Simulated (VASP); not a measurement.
Set up this calculation in VASP 6.6.1, as the native input.

| Item | Value |
| --- | --- |
| Task | single point |
| Functional | PBEsol |
| Potentials or basis | VASP PAW PBE potentials, release 64 (Ir) |
| Cutoff | 520 eV |
| k mesh | 18 × 18 × 12 |
| Occupations | gaussian, width 0.15 eV |
| Spin | no spin polarisation |
| Dipole correction | no |
| Further INCAR settings | ALGO = Fast; EDIFF = 1e-06; NBANDS = 16 |

The structure of Ir lies in POSCAR:

```
Ir
1.0
    2.7513778946      0.0034392224      0.0000000000
   -1.3727104933      2.3810435409      0.0000000000
    0.0000000000      0.0000000000      4.4622900000
Ir
2
Direct
    0.6666666667      0.3333333333      0.7500000000
    0.3333333333      0.6666666667      0.2500000000
```

This cell differs from its parent crystal: strain +0.0025 x Voigt [0, 0, 0, 0, 0, 1].

These files were run (other wordings do the same):

INCAR

```
SYSTEM = Ir
PREC     = Accurate       ! precision mode
ENCUT    = 520            ! plane-wave cutoff, eV
EDIFF    = 1E-6           ! SCF threshold, eV
ISMEAR   = 0              ! smearing method
SIGMA    = 0.15           ! smearing width, eV
LREAL    = .FALSE.        ! projectors in reciprocal space
LASPH    = .TRUE.         ! aspherical terms in the spheres
NELM     = 60             ! most SCF steps
ALGO     = Fast           ! electronic algorithm
ISIF     = 2              ! what is computed and relaxed
LWAVE    = .FALSE.        ! write WAVECAR
LCHARG   = .FALSE.        ! write CHGCAR
GGA      = PS             ! functional
NBANDS   = 16             ! bands
```

KPOINTS

```
regular mesh
0
G
  18 18 12
  0 0 0
```

Potentials or basis: VASP PAW PBE potentials, release 64 (Ir).

The run is started by

```sh
$ cat potpaw_PBE.64/Ir/POTCAR > POTCAR
$ mpirun -np 1 vasp_std > vasp.out
```

It gave:

```json
{
 "Pressure": "-11.8 GPa",
 "Largest force": "0.003 eV/Å",
 "Band gap on the k mesh": "zero (band 9 reaches 10.72 eV, above the bottom of band 10 at 7.52 eV)"
}
```

Caveat: the cell differs from its parent crystal (strain +0.0025 x Voigt [0, 0, 0, 0, 0, 1]); the PAW data sets were made with another functional, which shifts forces and pressure a little; spin-orbit coupling is left out, which moves the levels of the heavy elements.

Run time: 4.1 min on 1 thread of AMD EPYC 9R45 (Zen 5) (shared host), peak memory 0.49 GiB.
